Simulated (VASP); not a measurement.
Wanted: the native input for a VASP 6.6.1 run.

* Task: single point
* Functional: r2SCAN
* Potentials or basis: VASP PAW PBE potentials, release 64 (Zr_sv, C)
* Cutoff: 520 eV
* k mesh: 10 × 10 × 15
* Occupations: gaussian, width 0.1 eV
* Spin: no spin polarisation
* Dipole correction: no
* Further INCAR settings: ALGO = Normal; EDIFF = 1e-07; NBANDS = 15; ISYM = 0

Crystal: ZrC.

```
Zr C
1.0
     3.33155    0.00000    0.00000
     0.00000    3.33155    0.00000
     1.66577    1.66577    2.35576
Zr C
1 1
Direct
  0.50000 0.50000 0.00000
  0.00000 0.00000 0.00000
```

One way to write it, as run:

POSCAR

```
ZrC
1.0
    3.3315451709      0.0000000000      0.0000000000
    0.0000000000      3.3315451709      0.0000000000
    1.6657725854      1.6657725854      2.3557581822
Zr C
1 1
Direct
    0.5000000000      0.5000000000      0.0000000000
    0.0000000000      0.0000000000      0.0000000000
```

INCAR.step1

```
ALGO     = Normal         # electronic algorithm
EDIFF    = 1E-4           # SCF threshold, eV
ENCUT    = 520            # plane-wave cutoff, eV
GGA      = PE             # functional
ISMEAR   = 0              # smearing method
ISYM     = 0            
LASPH    = T              # aspherical terms in the spheres
LCHARG   = F              # write CHGCAR
LREAL    = F              # projectors in reciprocal space
LWAVE    = T              # write WAVECAR
NBANDS   = 15             # bands
NELM     = 80             # most SCF steps
PREC     = Accurate       # precision mode
SIGMA    = 0.1            # smearing width, eV
```

INCAR.step2

```
ALGO     = Normal         # electronic algorithm
EDIFF    = 1E-7           # SCF threshold, eV
ENCUT    = 520            # plane-wave cutoff, eV
ISIF     = 2              # what is computed and relaxed
ISMEAR   = 0              # smearing method
ISTART   = 1            
ISYM     = 0            
LASPH    = T              # aspherical terms in the spheres
LCHARG   = F              # write CHGCAR
LMIXTAU  = T            
LREAL    = F              # projectors in reciprocal space
LWAVE    = F              # write WAVECAR
METAGGA  = R2SCAN         # meta-GGA
NBANDS   = 15             # bands
NELM     = 80             # most SCF steps
PREC     = Accurate       # precision mode
SIGMA    = 0.1            # smearing width, eV
```

KPOINTS

```
k-points
0
Gamma
  10 10 15
```

Potentials or basis: VASP PAW PBE potentials, release 64 (Zr_sv, C).

Run with:

```sh
$ cat potpaw_PBE.64/Zr_sv/POTCAR potpaw_PBE.64/C/POTCAR > POTCAR
$ cp INCAR.step1 INCAR
$ mpirun -np 1 vasp_std > vasp.out
$ cp INCAR.step2 INCAR
$ mpirun -np 1 vasp_std > vasp.out
```

Results of the run:

```yaml
Pressure: 0.2 GPa
Band_gap_on_the_k_mesh: zero (bands 8 and 9 overlap by 1.32 eV)
```

Caveat: the PAW data sets were made with another functional, which shifts forces and pressure a little.

Run time: 18 min on 1 thread of Intel(R) Xeon(R) Platinum 8488C (Sapphire Rapids) (shared host), peak memory 0.41 GiB.
